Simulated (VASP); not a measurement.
# Sn (Immm) in VASP: a series of runs

Runs on Sn. Level: PBEsol. Tasks: relaxation of cell and atoms.

All numbers are computed with VASP 6.6.1; they aren't measurements. Logs are shortened: lines on timing, memory, paths and dates and some standing lists are left out, and cuts for length are marked.

## Step 1: The cell of the first run

The structure is orthorhombic, space group Immm (No. 71). Conventional cell: a = 3.453 Å, b = 3.551 Å, c = 4.677 Å, α = 90.00°, β = 90.00°, γ = 90.00°. Within 4.7 Å of Sn (site symmetry mmm) lie 14 Sn at 3.41 to 4.68 Å.

## Step 2: Relaxation of cell and atoms, PBEsol, target pressure 20 GPa, at which the enthalpy is minimised

INCAR

```
PREC     = Accurate       # precision mode
ENCUT    = 600            # plane-wave cutoff, eV
EDIFF    = 1E-7           # SCF threshold, eV
ISMEAR   = -1             # smearing method
SIGMA    = 0.1            # smearing width, eV
LREAL    = F              # projectors in reciprocal space
LASPH    = T              # aspherical terms in the spheres
NELM     = 60             # most SCF steps
ALGO     = Normal         # electronic algorithm
ISIF     = 3              # what is computed and relaxed
LWAVE    = F              # write WAVECAR
LCHARG   = F              # write CHGCAR
GGA      = PS             # functional
IBRION   = 2              # ionic algorithm
NSW      = 80             # ionic steps
EDIFFG   = -0.02          # ionic threshold
PSTRESS  = 200.0
```

KPOINTS

```
regular mesh
0
Gamma
  13 13 13
```

POSCAR

```
Sn
1.0
   -1.7265390000      1.7755470000      2.3383420000
    1.7265390000     -1.7755470000      2.3383420000
    1.7265390000      1.7755470000     -2.3383420000
Sn
1
Direct
    0.0000000000      0.0000000000      0.0000000000
```

Potentials or basis: VASP PAW PBE potentials, release 64 (Sn_d).

Run with:

```bash
$ cat potpaw_PBE.64/Sn_d/POTCAR > POTCAR
$ mpirun -np 1 vasp_std > vasp.out
```

OUTCAR:

```text
PREC = Accurate
   ENCUT = 600
   EDIFF = 1E-7
   ISMEAR = -1
   LREAL = F
   LASPH = T
   NELM = 60
   ISIF = 3
   GGA = PS
   IBRION = 2
   NSW = 80
   EDIFFG = -0.02
   PSTRESS = 200.0

 ion  position               nearest neighbor table
   1  0.000  0.000  0.000-

  LATTYP: Found a body centered orthorhombic cell.
 ALAT       =     3.4530780000
 B/A-ratio  =     1.0283851103
 C/A-ratio  =     1.3543522620

  Lattice vectors:

 A1 = (  -1.7265390000,   1.7755470000,   2.3383420000)
 A2 = (   1.7265390000,  -1.7755470000,   2.3383420000)
 A3 = (   1.7265390000,   1.7755470000,  -2.3383420000)

Analysis of symmetry for initial positions (statically):
=====================================================================
 Subroutine PRICEL returns:
 Original cell was already a primitive cell.

 Routine SETGRP: Setting up the symmetry group for a
 body centered orthorhombic supercell.

 Subroutine GETGRP returns: Found  8 space group operations
 (whereof  8 operations were pure point group operations)
 out of a pool of  8 trial point group operations.

The static configuration has the point symmetry D_2h.

Analysis of symmetry for dynamics (positions and initial velocities):
=====================================================================
 Subroutine PRICEL returns:
 Original cell was already a primitive cell.

 Routine SETGRP: Setting up the symmetry group for a
 body centered orthorhombic supercell.

 Subroutine GETGRP returns: Found  8 space group operations
 (whereof  8 operations were pure point group operations)
 out of a pool of  8 trial point group operations.

The dynamic configuration has the point symmetry D_2h.

 Subroutine INISYM returns: Found  8 space group operations
 (whereof  8 operations are pure point group operations),
 and found     1 'primitive' translations

----------------------------------------------------------------------------------------

                                     Primitive cell

  volume of cell :      28.6732

  direct lattice vectors                    reciprocal lattice vectors
    -1.726539000  1.775547000  2.338342000     0.000000000  0.281603359  0.213826720
     1.726539000 -1.775547000  2.338342000     0.289596702  0.000000000  0.213826720
     1.726539000  1.775547000 -2.338342000     0.289596702  0.281603359  0.000000000

  length of vectors
     3.406075069  3.406075069  3.406075069     0.353584952  0.359983494  0.403938983

  position of ions in fractional coordinates (direct lattice)
     0.000000000  0.000000000  0.000000000

  ion indices of the primitive-cell ions
   primitive index   ion index
                 1           1

----------------------------------------------------------------------------------------

 KPOINTS: regular mesh

Automatic generation of k-mesh.
 Grid dimensions read from file:
 generate k-points for:   13   13   13

 Generating k-lattice:

  Cartesian coordinates                     Fractional coordinates (reciprocal lattice)
     0.000000000  0.021661797  0.016448209     0.076923077  0.000000000 -0.000000000
     0.022276669  0.000000000  0.016448209     0.000000000  0.076923077  0.000000000
     0.022276669  0.021661797  0.000000000    -0.000000000  0.000000000  0.076923077

  Length of vectors
     0.027198842  0.027691038  0.031072229

  Shift w.r.t. Gamma in fractional coordinates (k-lattice)
     0.000000000  0.000000000  0.000000000

 Subroutine IBZKPT returns following result:
 ===========================================

 Found    343 irreducible k-points:

 Following reciprocal coordinates:
            Coordinates               Weight
  0.000000  0.000000  0.000000      1.000000
  0.076923  0.000000  0.000000      4.000000
  0.153846  0.000000  0.000000      4.000000
  0.230769 -0.000000  0.000000      4.000000
  0.307692  0.000000  0.000000      4.000000
  0.384615 -0.000000  0.000000      4.000000
[... 16 lines left out ...]
  0.153846  0.153846  0.000000      8.000000
  0.230769  0.153846  0.000000      8.000000
 [... further k-points ...]
   k-points           NKPTS =    343   k-points in BZ     NKDIM =    343   number of bands    NBANDS=     11
   number of dos      NEDOS =    301   number of ions     NIONS =      1
   total plane-waves  NPLWV =  21952
   dimension x,y,z NGX =    28 NGY =   28 NGZ =   28
   dimension x,y,z NGXF=    56 NGYF=   56 NGZF=   56
   ions per type =               1
   NGX,Y,Z   is equivalent  to a cutoff of  13.67, 13.67, 13.67 a.u.
   NGXF,Y,Z  is equivalent  to a cutoff of  27.33, 27.33, 27.33 a.u.
 SYSTEM =  unknown system
   PREC   = accura    normal or accurate (medium, high low for compatibility)
   ISTART =      0    job   : 0-new  1-cont  2-samecut
   ICHARG =      2    charge: 1-file 2-atom 10-const
   ISPIN  =      1    spin polarized calculation?
   LNONCOLLINEAR =      F non collinear calculations
   LSORBIT =      F    spin-orbit coupling
   LASPH  =      T    aspherical Exc in radial PAW
[... 30 lines left out ...]
   IVDW    =     0    specifies the selected vdW correction
   LEPSILON=     F    determine dielectric tensor
   LRPA    =     F    only Hartree local field effects (RPA)
 conjugate gradient relaxation of ions
 non-spin polarized calculation
  energy-cutoff  :      600.00
  volume of cell :       28.67
 maximum number of plane-waves:       971
   NGX = 13   NGY = 13   NGZ = 13

--------------------------------------- Ionic step        1  -------------------------------------------

 number of electron      13.9999998 magnetization

 Free energy of the ion-electron system (eV)
  ---------------------------------------------------
  ext. energy  EPLUGINS =         0.00000000
  ---------------------------------------------------
  free energy    TOTEN  =        -4.21499539 eV

  energy without entropy =       -4.19620056  energy(sigma->0) =       -4.20559798

 E-fermi :   7.3921     XC(G=0): -10.2531

 val. band max:        7.3820646105   @ k =   0.2308   0.1538   0.0000
 cond. band min:       7.3985706113   @ k =  -0.3077  -0.3846   0.1538
 fundamental gap:      0.0165060007
 Fermi energy:         7.3921049481

 k-point     1 :       0.0000    0.0000    0.0000
  band No.  band energies     occupation
      1     -14.0939      2.00000
      2     -14.0805      2.00000
      3     -14.0595      2.00000
      4     -14.0297      2.00000
      5     -13.9949      2.00000
      6      -3.4229      2.00000
      7      14.3665      0.00000
      8      14.5104      0.00000
      9      14.9122      0.00000
     10      17.9755      0.00000
     11      18.4898      0.00000
[... 309 lines left out ...]
 k-point    24 :       0.2308    0.1538    0.0000
  band No.  band energies     occupation
      1     -14.0700      2.00000
      2     -14.0683      2.00000
      3     -14.0360      2.00000
      4     -14.0069      2.00000
      5     -13.9695      2.00000
      6      -1.4315      2.00000
      7       7.3821      1.05016
      8       9.8351      0.00000
      9      13.8181      0.00000
     10      17.3152      0.00000
     11      18.6505      0.00000

 [... further k-points ...]

------------------------ aborting loop because EDIFF is reached ----------------------------------------

  FORCE on cell =-STRESS in cart. coord.  units (eV):
  Direction    XX          YY          ZZ          XY          YZ          ZX
  --------------------------------------------------------------------------------------
  -------------------------------------------------------------------------------------
  Total       -0.5816422     -0.6643802     -0.6628226     -0.0000000      0.0000000      0.0000000
  in kB      -32.5004875    -37.1236481    -37.0366152     -0.0000000      0.0000000      0.0000000
  external PRESSURE =    -235.5535836 kB  Pullay stress =     200.0000000 kB
[... 94 lines left out ...]
  energy  without entropy=       -4.0283322974  energy(sigma->0) =       -4.03672552

  enthalpy is  TOTEN    =        -1.3074259698 eV   P V=        2.7376927657

[... ionic steps 4 to 12 ...]

--------------------------------------- Ionic step       13  -------------------------------------------

 number of electron      14.0000001 magnetization

------------------------ aborting loop because EDIFF is reached ----------------------------------------
[... 69 lines left out ...]
--------------------------------------- Ionic step       15  -------------------------------------------

 number of electron      14.0000000 magnetization

 Free energy of the ion-electron system (eV)
  ---------------------------------------------------
  ext. energy  EPLUGINS =         0.00000000
  ---------------------------------------------------
  free energy    TOTEN  =        -3.98000057 eV

  energy without entropy =       -3.96723579  energy(sigma->0) =       -3.97361818

 E-fermi :  11.3360     XC(G=0): -11.7009

 val. band max:       11.3154445424   @ k =  -0.3846  -0.3846   0.2308
 cond. band min:      11.3381377203   @ k =   0.4615   0.2308   0.1538
 fundamental gap:      0.0226931780
 Fermi energy:        11.3359843849

 k-point     1 :       0.0000    0.0000    0.0000
  band No.  band energies     occupation
      1     -10.3745      2.00000
      2     -10.3738      2.00000
      3     -10.3705      2.00000
      4     -10.2035      2.00000
      5     -10.1999      2.00000
      6      -1.8753      2.00000
      7      21.1261      0.00000
      8      21.1293      0.00000
      9      21.1488      0.00000
     10      22.0770      0.00000
     11      24.8456      0.00000
[... 309 lines left out ...]
 k-point    24 :       0.2308    0.1538    0.0000
  band No.  band energies     occupation
      1     -10.3683      2.00000
      2     -10.3378      2.00000
      3     -10.2761      2.00000
      4     -10.2061      2.00000
      5     -10.1111      2.00000
      6       0.6952      2.00000
      7      11.9203      0.00579
      8      14.4027      0.00000
      9      19.9769      0.00000
     10      21.9561      0.00000
     11      24.4050      0.00000

 [... further k-points ...]

------------------------ aborting loop because EDIFF is reached ----------------------------------------

  FORCE on cell =-STRESS in cart. coord.  units (eV):
  Direction    XX          YY          ZZ          XY          YZ          ZX
  --------------------------------------------------------------------------------------
  -------------------------------------------------------------------------------------
  Total        2.6620910      2.6482024      2.6649154      0.0000000      0.0000000      0.0000000
  in kB      200.2643898    199.2195743    200.4768655      0.0000000      0.0000000      0.0000000
  external PRESSURE =      -0.0130568 kB  Pullay stress =     200.0000000 kB
[... 20 lines left out ...]
  energy  without entropy=       -3.9672357911  energy(sigma->0) =       -3.97361818

  enthalpy is  TOTEN    =        -1.3214240857 eV   P V=        2.6585764873

 reached required accuracy - stopping structural energy minimisation
```

It took 19 min on 1 thread of Intel Xeon Platinum 8259CL at 2.50GHz (Skylake/Cascade Lake), shared host; peak memory 0.3 GiB.

Results:

```
Free energy                                                : -3.9800 eV
Relaxed volume                                             : 21.30 Å³/atom
Relaxed cell                                               : a = 3.110 Å, b = 3.110 Å, c = 3.110 Å, α = 119.94°, β = 119.89°, γ = 90.15°
Space group after relaxing (to 0.1 Å)                      : Fm-3m (No. 225)
Energy change on relaxing (the run minimises the enthalpy) : +235.0 meV/atom
Ionic steps                                                : 15
Pressure after relaxing                                    : 20.0 GPa
Band gap on the k mesh                                     : zero (bands 7 and 8 overlap by 12.23 eV)
```

Stress tensor (GPa, compression positive):
```
20.03  0.00  0.00
 0.00 19.92  0.00
 0.00  0.00 20.05
```

The path:
| step | energy change (eV) | largest force (eV/Å) | pressure (GPa) | volume (Å³) |
| --- | --- | --- | --- | --- |
| 1 | 0.0000 | 0.0000 | -3.56 | 28.67 |
| 2 | 2.9156 | 0.0000 | 140.40 | 14.50 |
| 3 | 0.1699 | 0.0000 | 16.31 | 21.93 |
| 4 | 0.2106 | 0.0000 | 18.53 | 21.56 |
| 5 | 0.2388 | 0.0000 | 20.02 | 21.32 |
| 6 | 0.2381 | 0.0000 | 20.03 | 21.31 |
| 7 | 0.2392 | 0.0000 | 20.11 | 21.29 |
| 8 | 0.2327 | 0.0000 | 19.84 | 21.34 |
| 9 | 0.2274 | 0.0000 | 19.59 | 21.37 |
| 10 | 0.2347 | 0.0000 | 19.96 | 21.31 |
| 11 | 0.2415 | 0.0000 | 20.34 | 21.25 |
| 12 | 0.2568 | 0.0000 | 21.16 | 21.13 |
| 13 | 0.2457 | 0.0000 | 20.56 | 21.21 |
| 14 | 0.2319 | 0.0000 | 19.83 | 21.32 |
| 15 | 0.2350 | 0.0000 | 20.00 | 21.30 |

Final structure:
```xyz
1
Lattice="-1.5565 1.5576 2.1962 1.5565 -1.5576 2.1962 1.5565 1.5576 -2.1962" Properties=species:S:1:pos:R:3 pbc="T T T"
Sn    0.0000    0.0000    0.0000
```

Levels at points of the mesh, in eV from the Fermi level:
| k point | band 4 | band 5 | band 6 | band 7 | band 8 | band 9 | band 10 | band 11 |
| --- | --- | --- | --- | --- | --- | --- | --- | --- |
| (0.00, 0.00, 0.00) | -21.54 | -21.54 | -13.21 | 9.79 | 9.79 | 9.81 | 10.74 | 13.51 |

Caveat: the cell is relaxed towards a set pressure, so the run minimises the enthalpy, not the energy; the volume moved by over 15 % at a fixed basis, so the end points are rough; the PAW data sets were made with another functional, which shifts forces and pressure a little; spin-orbit coupling is left out, which moves the levels of the heavy elements.

## Step 3: Relaxation of cell and atoms, PBEsol, target pressure 30 GPa, at which the enthalpy is minimised

INCAR

```
PREC = Accurate
ENCUT = 600
EDIFF = 1E-6
ISMEAR = -1
SIGMA = 0.1
LREAL = False
LASPH = True
NELM = 80
ALGO = Normal
ISIF = 3
LWAVE = False
LCHARG = False
GGA = PS
IBRION = 2
NSW = 80
EDIFFG = -0.02
PSTRESS = 300.0
```

KPOINTS is that of step 2.

POSCAR is that of step 2.

Potentials or basis: VASP PAW PBE potentials, release 64 (Sn_d).

Run with:

```bash
$ cat potpaw_PBE.64/Sn_d/POTCAR > POTCAR
$ mpirun -np 1 vasp_std > vasp.out
```

Run time: 16 min. Hardware: 1 thread of Intel Xeon Platinum 8259CL at 2.50GHz (Skylake/Cascade Lake), shared host; peak memory 0.28 GiB.

It converged, with:

```yaml
Free_energy: -3.7813 eV
Relaxed_volume: 20.01 Å³/atom
Relaxed_cell: a = 3.046 Å, b = 3.046 Å, c = 3.046 Å, α = 119.92°, β = 119.92°, γ = 90.14°
Space_group_after_relaxing_to_0.1_Å: Fm-3m (No. 225)
Energy_change_on_relaxing_the_run_minimises_the_enthalpy: +433.7 meV/atom
Ionic_steps: 15
Pressure_after_relaxing: 30.0 GPa
Band_gap_on_the_k_mesh: zero (bands 7 and 8 overlap by 12.88 eV)
```

The path:
```tsv
step	energy change (eV)	largest force (eV/Å)	pressure (GPa)	volume (Å³)
1	0.0000	0.0000	-3.53	28.67
2	10.2261	0.0000	501.16	10.28
3	0.2296	0.0000	19.41	21.40
4	0.3126	0.0000	23.68	20.78
5	0.4486	0.0000	30.38	19.97
6	0.4201	0.0000	29.01	20.13
7	0.4208	0.0000	29.11	20.10
8	0.4226	0.0000	29.17	20.09
9	0.4778	0.0000	31.90	19.79
10	0.4546	0.0000	30.74	19.92
11	0.4541	0.0000	30.79	19.91
12	0.4564	0.0000	31.04	19.89
13	0.3977	0.0000	28.18	20.21
14	0.4327	0.0000	29.94	20.02
15	0.4337	0.0000	29.95	20.01
```

Final structure:
```
CELL_PARAMETERS angstrom
-1.52487 1.52498 2.15127
1.52487 -1.52498 2.15127
1.52487 1.52498 -2.15127
ATOMIC_POSITIONS crystal
Sn 0.00000 0.00000 0.00000
```

Levels at points of the mesh, in eV from the Fermi level:
| k point | band 5 | band 6 | band 7 | band 8 | band 9 | band 10 |
| --- | --- | --- | --- | --- | --- | --- |
| (0.00, 0.00, 0.00) | -21.60 | -13.81 | 10.37 | 10.37 | 10.38 | 10.73 |

Caveat: the cell is relaxed towards a set pressure, so the run minimises the enthalpy, not the energy; the volume moved by over 15 % at a fixed basis, so the end points are rough; the PAW data sets were made with another functional, which shifts forces and pressure a little; spin-orbit coupling is left out, which moves the levels of the heavy elements.

## Step 4: Relaxation of cell and atoms, PBEsol, target pressure 40 GPa, at which the enthalpy is minimised

INCAR

```
SYSTEM = Sn
  PREC = Accurate
  ENCUT = 600
  EDIFF = 1E-6
  ISMEAR = -1
  SIGMA = 0.1
  LREAL = .FALSE.
  LASPH = .TRUE.
  NELM = 80
  ALGO = Normal
  ISIF = 3
  LWAVE = .FALSE.
  LCHARG = .FALSE.
  GGA = PS
  IBRION = 2
  NSW = 80
  EDIFFG = -0.02
  PSTRESS = 400.0
```

KPOINTS

```
regular mesh
0
G
  13 13 13
  0 0 0
```

POSCAR is that of step 3.

Run with:

```bash
$ cat potpaw_PBE.64/Sn_d/POTCAR > POTCAR
$ mpirun -np 1 vasp_std > vasp.out
```

Wall time 21 min (1 thread of Intel Xeon Platinum 8259CL at 2.50GHz (Skylake/Cascade Lake), shared host); peak memory 0.31 GiB.

It converged, with:

```
Free energy                                                : -3.5671 eV
Relaxed volume                                             : 19.02 Å³/atom
Relaxed cell                                               : a = 2.991 Å, b = 2.991 Å, c = 2.991 Å, α = 119.64°, β = 119.64°, γ = 90.63°
Space group after relaxing (to 0.1 Å)                      : Fm-3m (No. 225)
Energy change on relaxing (the run minimises the enthalpy) : +647.9 meV/atom
Ionic steps                                                : 18
Pressure after relaxing                                    : 40.0 GPa
Band gap on the k mesh                                     : zero (bands 7 and 8 overlap by 13.33 eV)
```

The path:
| step | energy change (eV) | largest force (eV/Å) | pressure (GPa) | volume (Å³) |
| --- | --- | --- | --- | --- |
| 1 | 0.0000 | 0.0000 | -3.53 | 28.67 |
| 2 | 30.4187 | 0.0000 | 1773.80 | 6.97 |
| 3 | -0.0213 | 0.0000 | 1.83 | 25.75 |
| 4 | 0.0358 | 0.0000 | 7.86 | 23.75 |
| 5 | 0.9704 | 0.0000 | 54.18 | 17.94 |
| 6 | 0.5906 | 0.0000 | 36.95 | 19.30 |
| 7 | 0.6527 | 0.0000 | 39.79 | 19.04 |
| 8 | 0.6952 | 0.0000 | 41.74 | 18.87 |
| 9 | 0.5723 | 0.0000 | 36.23 | 19.36 |
| 10 | 0.6259 | 0.0000 | 38.68 | 19.13 |
| 11 | 0.6596 | 0.0000 | 40.28 | 18.99 |
| 12 | 0.6519 | 0.0000 | 39.93 | 19.02 |
| 13 | 0.6609 | 0.0000 | 40.38 | 18.98 |
| 14 | 0.6917 | 0.0000 | 41.98 | 18.85 |
| 15 | 0.6816 | 0.0000 | 41.43 | 18.89 |
| 16 | 0.6703 | 0.0000 | 40.96 | 18.94 |
| 17 | 0.6528 | 0.0000 | 40.20 | 19.00 |
| 18 | 0.6479 | 0.0000 | 39.98 | 19.02 |

Final structure:
```
Sn
1.0
    -1.50368    1.50369    2.10338
     1.50368   -1.50369    2.10338
     1.50368    1.50369   -2.10338
Sn
1
Cartesian
  -1.5037 1.5037 2.1034
```

Levels at points of the mesh, in eV from the Fermi level:
```csv
k point,band 5,band 6,band 7,band 8,band 9,band 10
"(0.00, 0.00, 0.00)",-21.66,-14.33,10.70,10.80,10.84,10.84
```

Caveat: the cell is relaxed towards a set pressure, so the run minimises the enthalpy, not the energy; the volume moved by over 15 % at a fixed basis, so the end points are rough; the PAW data sets were made with another functional, which shifts forces and pressure a little; spin-orbit coupling is left out, which moves the levels of the heavy elements.

## Step 5: Overview

```tsv
cell	gap on the mesh (eV)	pressure (GPa)
relaxed to 20 GPa	none	20.0
relaxed to 30 GPa	none	30.0
relaxed to 40 GPa	none	40.0
```

Alike in all rows: task relaxation of cell and atoms; level PBEsol; potentials or basis VASP PAW PBE potentials, release 64 (Sn_d); no spin polarisation; k mesh 13 × 13 × 13; cutoff (eV) 600; smearing fermi-dirac 0.1 eV.

Caveats: the cell is relaxed towards a set pressure, so the run minimises the enthalpy, not the energy; the volume moved by over 15 % at a fixed basis, so the end points are rough; the PAW data sets were made with another functional, which shifts forces and pressure a little; spin-orbit coupling is left out, which moves the levels of the heavy elements.

Total energies depend on the potentials used, so only differences within one code and one set of settings carry meaning.
